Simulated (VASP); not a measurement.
# ZnS (P6_3mc) in VASP: notebook

ZnS is run at these levels: r2SCAN; tasks: relaxation of the atoms, single point.

Program: VASP 6.6.1. These are calculated values, not measurements. Logs are shortened: lines on timing, memory, paths and dates and some standing lists are left out, and cuts for length are marked.

### 1 The cell of the first run

Symmetry: P6_3mc, No. 186, hexagonal system. The conventional cell has a = 3.807 Å, b = 3.807 Å, c = 6.120 Å, α = 90.00°, β = 90.00°, γ = 120.00°. Zn (site symmetry 3m) has 4 S at 2.30 to 2.32 Å within 3.0 Å. Within 3.0 Å of S (site symmetry 3m) lie 4 Zn at 2.30 to 2.32 Å.

### 2 Relaxation of the atoms, r2SCAN (strain along c alone, the other axes held: -2.0 %)

POSCAR

```
ZnS
1.0
    3.8065185602      0.0000000000      0.0000000000
   -1.9032592801      3.2965417732      0.0000000000
    0.0000000000      0.0000000000      6.1199068262
Zn S
2 2
Direct
    0.3333333333      0.6666666667     -0.0005179002
    0.6666666667      0.3333333333      0.4994820998
    0.3333333333      0.6666666667      0.3755179002
    0.6666666667      0.3333333333      0.8755179002
```

INCAR.step1

```
SYSTEM = ZnS
PREC = Accurate ; ENCUT = 520
ISMEAR = 0 ; SIGMA = 0.02
LREAL = .FALSE. ; LASPH = .TRUE.
NELM = 80 ; GGA = PE
ALGO = Normal ; EDIFF = 1E-4
LWAVE = .TRUE. ; LCHARG = .FALSE.
```

INCAR.step2

```
SYSTEM = ZnS
PREC = Accurate ; ENCUT = 520
EDIFF = 1E-7 ; ISMEAR = 0
SIGMA = 0.02 ; LREAL = .FALSE.
LASPH = .TRUE. ; NELM = 80
ALGO = Normal ; ISIF = 2
LWAVE = .FALSE. ; LCHARG = .FALSE.
METAGGA = R2SCAN ; LMIXTAU = .TRUE.
IBRION = 2 ; NSW = 60
EDIFFG = -0.008 ; ISTART = 1
```

KPOINTS

```
Automatic mesh
0
G
  6 6 4
  0 0 0
```

Potentials or basis: VASP PAW PBE potentials, release 64 (Zn, S).

The run is started by

```console
> cat potpaw_PBE.64/Zn/POTCAR potpaw_PBE.64/S/POTCAR > POTCAR
> cp INCAR.step1 INCAR
> mpirun -np 1 vasp_std > vasp.out
> cp INCAR.step2 INCAR
> mpirun -np 1 vasp_std > vasp.out
```

OUTCAR:

```text
SYSTEM = ZnS
   PREC = Accurate
   ENCUT = 520
   EDIFF = 1E-7
   ISMEAR = 0
   LREAL = .FALSE.
   LASPH = .TRUE.
   NELM = 80
   ISIF = 2
   METAGGA = R2SCAN
   IBRION = 2
   NSW = 60
   EDIFFG = -0.008
   ISTART = 1

 ion  position               nearest neighbor table
   1  0.333  0.667  0.999-   3 2.30   4 2.32   4 2.32   4 2.32
   2  0.667  0.333  0.499-   4 2.30   3 2.32   3 2.32   3 2.32
   3  0.333  0.667  0.376-   1 2.30   2 2.32   2 2.32   2 2.32
   4  0.667  0.333  0.876-   2 2.30   1 2.32   1 2.32   1 2.32

  LATTYP: Found a hexagonal cell.
 ALAT       =     3.8065185602
 C/A-ratio  =     1.6077438556

  Lattice vectors:

 A1 = (   3.8065185602,   0.0000000000,   0.0000000000)
 A2 = (  -1.9032592801,   3.2965417732,   0.0000000000)
 A3 = (   0.0000000000,   0.0000000000,   6.1199068262)

Analysis of symmetry for initial positions (statically):
=====================================================================
 Subroutine PRICEL returns:
 Original cell was already a primitive cell.

 Routine SETGRP: Setting up the symmetry group for a
 hexagonal supercell.

 Subroutine GETGRP returns: Found 12 space group operations
 (whereof  6 operations were pure point group operations)
 out of a pool of 24 trial point group operations.

The static configuration has the point symmetry C_3v.
 The point group associated with its full space group is C_6v.

Analysis of symmetry for dynamics (positions and initial velocities):
=====================================================================
 Subroutine PRICEL returns:
 Original cell was already a primitive cell.

 Routine SETGRP: Setting up the symmetry group for a
 hexagonal supercell.

 Subroutine GETGRP returns: Found 12 space group operations
 (whereof  6 operations were pure point group operations)
 out of a pool of 24 trial point group operations.

The dynamic configuration has the point symmetry C_3v.
 The point group associated with its full space group is C_6v.

 Subroutine INISYM returns: Found 12 space group operations
 (whereof  6 operations are pure point group operations),
 and found     1 'primitive' translations

----------------------------------------------------------------------------------------

                                     Primitive cell

  volume of cell :      76.7947

  direct lattice vectors                    reciprocal lattice vectors
     3.806518560  0.000000000  0.000000000     0.262707244  0.151674098  0.000000000
    -1.903259280  3.296541773  0.000000000     0.000000000  0.303348196  0.000000000
     0.000000000  0.000000000  6.119906826     0.000000000  0.000000000  0.163401181

  length of vectors
     3.806518560  3.806518560  6.119906826     0.303348196  0.303348196  0.163401181

  position of ions in fractional coordinates (direct lattice)
     0.333333333  0.666666667  0.999482100
     0.666666667  0.333333333  0.499482100
     0.333333333  0.666666667  0.375517900
     0.666666667  0.333333333  0.875517900

  ion indices of the primitive-cell ions
   primitive index   ion index
                 1           1
                 2           2
                 3           3
                 4           4

----------------------------------------------------------------------------------------

 KPOINTS: Automatic mesh

Automatic generation of k-mesh.
 Grid dimensions read from file:
 generate k-points for:    6    6    4

 Generating k-lattice:

  Cartesian coordinates                     Fractional coordinates (reciprocal lattice)
     0.043784541  0.025279016  0.000000000     0.166666667  0.000000000  0.000000000
     0.000000000  0.050558033  0.000000000     0.000000000  0.166666667  0.000000000
     0.000000000  0.000000000  0.040850295     0.000000000  0.000000000  0.250000000

  Length of vectors
     0.050558033  0.050558033  0.040850295

  Shift w.r.t. Gamma in fractional coordinates (k-lattice)
     0.000000000  0.000000000  0.000000000

 Subroutine IBZKPT returns following result:
 ===========================================

 Found     21 irreducible k-points:

 Following reciprocal coordinates:
            Coordinates               Weight
  0.000000  0.000000  0.000000      1.000000
  0.166667  0.000000  0.000000      6.000000
  0.333333  0.000000  0.000000      6.000000
  0.500000  0.000000  0.000000      3.000000
  0.166667  0.166667  0.000000      6.000000
  0.333333  0.166667  0.000000     12.000000
[... 13 lines left out ...]
  0.333333  0.166667  0.500000     12.000000
  0.333333  0.333333  0.500000      2.000000
   k-points           NKPTS =     21   k-points in BZ     NKDIM =     21   number of bands    NBANDS=     22
   number of dos      NEDOS =    301   number of ions     NIONS =      4
   total plane-waves  NPLWV =  37632
   dimension x,y,z NGX =    28 NGY =   28 NGZ =   48
   dimension x,y,z NGXF=    56 NGYF=   56 NGZF=   96
   ions per type =               2   2
   NGX,Y,Z   is equivalent  to a cutoff of  12.23, 12.23, 13.04 a.u.
   NGXF,Y,Z  is equivalent  to a cutoff of  24.46, 24.46, 26.08 a.u.
 SYSTEM =  ZnS
   PREC   = accura    normal or accurate (medium, high low for compatibility)
   ISTART =      1    job   : 0-new  1-cont  2-samecut
   ICHARG =      0    charge: 1-file 2-atom 10-const
   ISPIN  =      1    spin polarized calculation?
   LNONCOLLINEAR =      F non collinear calculations
   LSORBIT =      F    spin-orbit coupling
   LASPH  =      T    aspherical Exc in radial PAW
   ENCUT  =  520.0 eV  38.22 Ry    6.18 a.u.   7.08  7.08 11.38*2*pi/ulx,y,z
   NELM   =     80;   NELMIN=  2; NELMDL=  0     # of ELM steps
   EDIFF  = 0.1E-06   stopping-criterion for ELM
   LREAL  =      F    real-space projection
   EDIFFG = -.8E-02   stopping-criterion for IOM
   NSW    =     60    number of steps for IOM
   IBRION =      2    ionic relax: 0-MD 1-quasi-New 2-CG
   NFREE  =      1    steps in history (QN), initial steepest desc. (CG)
   ISIF   =      2    stress and relaxation
   ISYM   =      2    0-nonsym 1-usesym 2-fastsym
   POTIM  = 0.5000    time-step for ionic-motion
   TEBEG  =    0.0;   TEEND  =   0.0 temperature during run
   PSTRESS=    0.0 pullay stress
   NELECT =      36.0000    total number of electrons
   NUPDOWN=      -1.0000    fix difference up-down
   EMIN   =  10.00;   EMAX   =-10.00  energy-range for DOS
   EFERMI =   0.00;   METHOD = LEGACY
   ISMEAR =     0;   SIGMA  =   0.02  broadening in eV -4-tet -1-fermi 0-gaus
   EFERMI_NEDOS =   21; number of points for ismear=-14 and -15
   IALGO  =     38    algorithm
   IMIX   =      4    mixing-type and parameters
     AMIX     =   0.40;   BMIX     =  1.00
     AMIX_MAG =   1.60;   BMIX_MAG =  1.00
  volume/ion in A,a.u.               =      19.20       129.56
  Fermi-wavevector in a.u.,A,eV,Ry     =   1.271741  2.403241 22.005032  1.617324
  Thomas-Fermi vector in A             =   2.404657
   LORBIT       =      0    0 simple, 1 ext, 2 COOP (PROOUT), +10 PAW based schemes
   METAGGA = R2SCAN    functional components
   LHFCALC =     F    Hartree Fock is set to
   AEXX    =    0.0000 exact exchange contribution
   IVDW    =     0    specifies the selected vdW correction
   LEPSILON=     F    determine dielectric tensor
   LRPA    =     F    only Hartree local field effects (RPA)
 conjugate gradient relaxation of ions
 non-spin polarized calculation
 Gauss-broadening in eV      SIGMA  =   0.02
  energy-cutoff  :      520.00
  volume of cell :       76.79
 maximum number of plane-waves:      2078
   NGX = 15   NGY = 15   NGZ = 23

--------------------------------------- Ionic step        1  -------------------------------------------

 number of electron      35.9999974 magnetization

 Free energy of the ion-electron system (eV)
  ---------------------------------------------------
  ext. energy  EPLUGINS =         0.00000000
  ---------------------------------------------------
  free energy    TOTEN  =       -37.70463666 eV

  energy without entropy =      -37.70463666  energy(sigma->0) =      -37.70463666

------------------------ aborting loop because EDIFF is reached ----------------------------------------

  FORCE on cell =-STRESS in cart. coord.  units (eV):
  Direction    XX          YY          ZZ          XY          YZ          ZX
  --------------------------------------------------------------------------------------
  -------------------------------------------------------------------------------------
  Total        0.4091130      0.4091130      1.7482074      0.0000000      0.0000000      0.0000000
  in kB        8.5353735      8.5353735     36.4730599      0.0000000      0.0000000      0.0000000
  external PRESSURE =      17.8479357 kB  Pullay stress =       0.0000000 kB

 VOLUME and BASIS-vectors are now :
 -----------------------------------------------------------------------------
  energy-cutoff  :      520.00
  volume of cell :       76.79
      direct lattice vectors                 reciprocal lattice vectors
     3.806518560  0.000000000  0.000000000     0.262707244  0.151674098  0.000000000
    -1.903259280  3.296541773  0.000000000     0.000000000  0.303348196  0.000000000
     0.000000000  0.000000000  6.119906826     0.000000000  0.000000000  0.163401181
[... 39 lines left out ...]
 POSITION                                       TOTAL-FORCE (eV/Angst)
 -----------------------------------------------------------------------------------
     -0.00000      2.19769      6.11324         0.000000      0.000000     -0.029072
      1.90326      1.09885      3.05328        -0.000000     -0.000000     -0.029072
     -0.00000      2.19769      2.30164        -0.000000      0.000000      0.029072
      1.90326      1.09885      5.36159        -0.000000      0.000000      0.029072
 -----------------------------------------------------------------------------------
    total drift:                                0.000000      0.000000      0.031753

  FREE ENERGIE OF THE ION-ELECTRON SYSTEM (eV)
  ---------------------------------------------------
  free  energy   TOTEN  =       -37.7053471611 eV

  energy  without entropy=      -37.7053471611  energy(sigma->0) =      -37.70534716

--------------------------------------- Ionic step        3  -------------------------------------------

 number of electron      35.9999979 magnetization

 Free energy of the ion-electron system (eV)
  ---------------------------------------------------
  ext. energy  EPLUGINS =         0.00000000
  ---------------------------------------------------
  free energy    TOTEN  =       -37.70548825 eV

  energy without entropy =      -37.70548825  energy(sigma->0) =      -37.70548825

 E-fermi :   2.2059     XC(G=0): -10.4136

 val. band max:        2.0893439759   @ k =   0.0000   0.0000   0.0000
 cond. band min:       5.0174732063   @ k =   0.0000   0.0000   0.0000
 fundamental gap:      2.9281292303
 Fermi energy:         2.2058656683

 k-point     1 :       0.0000    0.0000    0.0000
  band No.  band energies     occupation
      1     -11.7911      2.00000
      2     -10.7493      2.00000
      3      -4.4948      2.00000
      4      -4.4936      2.00000
      5      -4.4936      2.00000
      6      -4.4007      2.00000
[... 14 lines left out ...]
     21       8.7910      0.00000
     22       8.7911      0.00000
[... 520 lines left out ...]
 POSITION                                       TOTAL-FORCE (eV/Angst)
 -----------------------------------------------------------------------------------
     -0.00000      2.19769      6.11090         0.000000      0.000000     -0.001259
      1.90326      1.09885      3.05094        -0.000000     -0.000000     -0.001259
     -0.00000      2.19769      2.30398         0.000000      0.000000      0.001259
      1.90326      1.09885      5.36393         0.000000      0.000000      0.001259
 -----------------------------------------------------------------------------------
    total drift:                                0.000000      0.000000      0.021146

  FREE ENERGIE OF THE ION-ELECTRON SYSTEM (eV)
  ---------------------------------------------------
  free  energy   TOTEN  =       -37.7054882546 eV

  energy  without entropy=      -37.7054882546  energy(sigma->0) =      -37.70548825

 reached required accuracy - stopping structural energy minimisation
```

It took 4.5 min on 1 thread of Intel Xeon Platinum 8259CL at 2.50GHz (Skylake/Cascade Lake), shared host; peak memory 0.21 GiB.

Results:

* Free energy: -37.7055 eV
* Energy gained by relaxing: 0.2 meV/atom
* Ionic steps: 3
* Pressure after relaxing: 1.8 GPa
* Band gap on the k mesh: 2.93 eV

Step by step:
```tsv
step	energy change (eV)	largest force (eV/Å)	pressure (GPa)
1	0.0000	0.0726	1.78
2	-0.0007	0.0291	1.78
3	-0.0009	0.0013	1.77
```

Final structure:
```cif
data_structure
_symmetry_space_group_name_H-M 'P 1'
_symmetry_Int_Tables_number 1
_cell_length_a 3.8065
_cell_length_b 3.8065
_cell_length_c 6.1199
_cell_angle_alpha 90.000
_cell_angle_beta 90.000
_cell_angle_gamma 120.000
_cell_volume 76.79
loop_
_atom_site_label
_atom_site_type_symbol
_atom_site_fract_x
_atom_site_fract_y
_atom_site_fract_z
_atom_site_occupancy
Zn1 Zn 0.33333 0.66667 0.99853 1
Zn2 Zn 0.66667 0.33333 0.49853 1
S1 S 0.33333 0.66667 0.37647 1
S2 S 0.66667 0.33333 0.87647 1
```

Levels at points of the mesh, in eV from the valence-band top:
```tsv
k point	band 16	band 17	band 18	band 19	band 20	band 21
(0.00, 0.00, 0.00)	-0.01	-0.01	0.00	2.93	3.48	6.70
(0.50, 0.00, 0.00)	-2.44	-1.73	-0.94	3.93	4.88	5.56
(0.00, 0.00, 0.50)	-0.53	-0.53	-0.53	4.08	4.08	7.16
(0.50, 0.00, 0.50)	-1.75	-1.62	-1.62	4.03	4.03	5.68
```

Caveat: the cell differs from its parent crystal (strain along c alone, the other axes held: -2.0 %); the PAW data sets were made with another functional, which shifts forces and pressure a little.

[end of part 1 of 2]
